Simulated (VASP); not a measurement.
Runs of VASP 6.6.1 on Lu. Symmetry: P6_3/mmc, No. 194, hexagonal system. The conventional cell has a = 3.505 Å, b = 3.505 Å, c = 5.470 Å, α = 90.00°, β = 90.00°, γ = 120.00°. Within 4.5 Å of Lu (site symmetry -6m2) lie 12 Lu at 3.40 to 3.50 Å. 

```csv
smearing,gap on the mesh (eV),pressure (GPa)
fermi-dirac 0.3 eV,none,1.0
fermi-dirac 1 eV,none,4.3
gaussian 0.1 eV,none,0.1
gaussian 0.6 eV,none,(a)
gaussian 1 eV,none,(b)
```

Alike in all rows: task single point; level r2SCAN; potentials or basis VASP PAW PBE potentials, release 64 (Lu); no spin polarisation; cell as given; k mesh 10 × 10 × 6; cutoff (eV) 520.

Problem. Fill in the values left out.

Solution. (a) 0.8; (b) 1.4.

Caveats: the PAW data sets were made with another functional, which shifts forces and pressure a little; spin-orbit coupling is left out, which moves the levels of the heavy elements; so wide a smearing shifts energies and pressures (at least some runs); the cell stands under pressure (at least some runs).

A k mesh can miss the band edges, and the runs leave out spin-orbit coupling on Lu.

A gap of «none» marks levels without a gap at the run's occupations.
